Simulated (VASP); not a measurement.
# HfBr2F2: single point with PBE

The system is HfBr2F2.

```
CELL_PARAMETERS angstrom
4.34754 0.00000 0.00000
-2.17377 3.76508 0.00000
0.00000 0.00000 5.99292
ATOMIC_POSITIONS crystal
Hf 0.00000 0.00000 0.00000
Br 0.33333 0.66667 0.44600
Br 0.66667 0.33333 0.55400
F 0.33333 0.66667 0.22600
F 0.66667 0.33333 0.77400
```

```yaml
Program: VASP 6.6.1
Task: single point
Functional: PBE
Potentials_or_basis: VASP PAW PBE potentials, release 64 (Hf_pv, Br, F)
Cutoff: 520 eV
k_mesh: 6 × 6 × 4
Occupations: gaussian, width 0.1 eV
Spin: no spin polarisation
Dipole_correction: no
Further_INCAR_settings: ALGO = Normal; EDIFF = 1e-06; NBANDS = 27
```

The pressure is 75.4 GPa, the largest force is 42.063 eV/Å and the band gap on the k mesh is zero (band 19 reaches 5.12 eV, above the bottom of band 20 at 4.79 eV).

Forces in eV/Å, atoms in the order of the input:
```
Hf    0.000   0.000   0.000
Br    0.000   0.000  40.981
Br    0.000   0.000 -40.981
F     0.000   0.000 -42.063
F     0.000   0.000  42.063
```

Stress tensor (GPa, compression positive):
```
 19.05   0.00   0.00
  0.00  19.05   0.00
  0.00   0.00 188.24
```

Levels at points of the mesh, in eV from the Fermi level:
```csv
k point,band 17,band 18,band 19,band 20,band 21,band 22
"(0.00, 0.00, 0.00)",-1.84,-1.84,-1.63,-0.23,0.17,0.17
"(0.50, 0.00, 0.00)",-0.98,-0.92,0.04,0.17,0.79,1.37
"(0.00, 0.00, 0.50)",-2.04,-2.04,-0.18,0.48,0.48,0.85
"(0.50, 0.00, 0.50)",-0.88,-0.65,-0.38,0.04,0.54,0.79
```

Run time: 88 s on 1 thread of Intel Xeon 6975P-C, on a shared host, peak memory 0.25 GiB.

Caveat: spin-orbit coupling is left out, which moves the levels of the heavy elements; forces of over 1 eV/Å act on the atoms, so gaps and moduli don't describe the material at rest.
